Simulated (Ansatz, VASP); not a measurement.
# Sc3Cu2 in VASP and in Ansatz

The input INCAR:

```
SYSTEM = Sc3Cu2
PREC = Accurate
ENCUT = 520
EDIFF = 1E-6
ISMEAR = 0
SIGMA = 0.1
LREAL = .FALSE.
LASPH = .TRUE.
NELM = 60
ALGO = Normal
ISIF = 2
LWAVE = .FALSE.
LCHARG = .FALSE.
GGA = PE
NBANDS = 36
```

KPOINTS

```
Automatic mesh
0
G
  4 4 4
  0 0 0
```

File POSCAR:

```
Sc3Cu2
1.0
    4.5326779200      0.0000000000      0.0000000000
    0.0000000000      4.5326779200      0.0000000000
    0.0000000000      0.0000000000      4.5326779200
Sc Cu
3 2
Direct
    0.5000000000      0.0000000000      0.0000000000
    0.0000000000      0.5000000000      0.0000000000
    0.0000000000      0.0000000000      0.5000000000
    0.5000000000      0.5000000000      0.5000000000
    0.0000000000      0.0000000000      0.0000000000
```

Input for Ansatz:

```yaml
crystal:
  lattice:
    - [4.53267792, 0.0, 0.0]
    - [0.0, 4.53267792, 0.0]
    - [0.0, 0.0, 4.53267792]
  atoms:
    - { symbol: Sc, position: [0.5, 0.0, 0.0] }
    - { symbol: Sc, position: [0.0, 0.5, 0.0] }
    - { symbol: Sc, position: [0.0, 0.0, 0.5] }
    - { symbol: Cu, position: [0.5, 0.5, 0.5] }
    - { symbol: Cu, position: [0.0, 0.0, 0.0] }
basis:
  ecutwfc: 420
kpoints:
  mp_grid: { grid: [4, 4, 4] }
hamiltonian:
  xc: pbe
scf:
  occupations: { method: gaussian, width: 0.1 }
  lower_state_search: "off"
output:
  forces: true
  stress: true
  eigenvalues: true
```

Alike in both runs: task single point; functional PBE; k mesh 4 × 4 × 4; occupations gaussian, width 0.1 eV; no spin polarisation.

|  | VASP | Ansatz |
| --- | --- | --- |
| version | VASP 6.6.1 | Ansatz 0.2.0 |
| potentials or method | VASP PAW PBE potentials, release 64 (Sc_sv, Cu), cutoff 520 eV | scalar-relativistic, plane waves, PAW |
| valence electrons in the cell | 55 | 71 |

Ansatz gave:

```
gap on the k mesh at the Fermi level (eV) : none
pressure (GPa)                            : 20.5
```

Q: What did VASP give for the same quantities?

A: gap on the k mesh at the Fermi level (eV): none; pressure (GPa): 20.9.

A gap of «none» marks a metal or a gap that the smearing closes. VASP's potentials hold 55 valence electrons a cell and Ansatz's 71, so a difference there can come from the potentials and not from the codes.
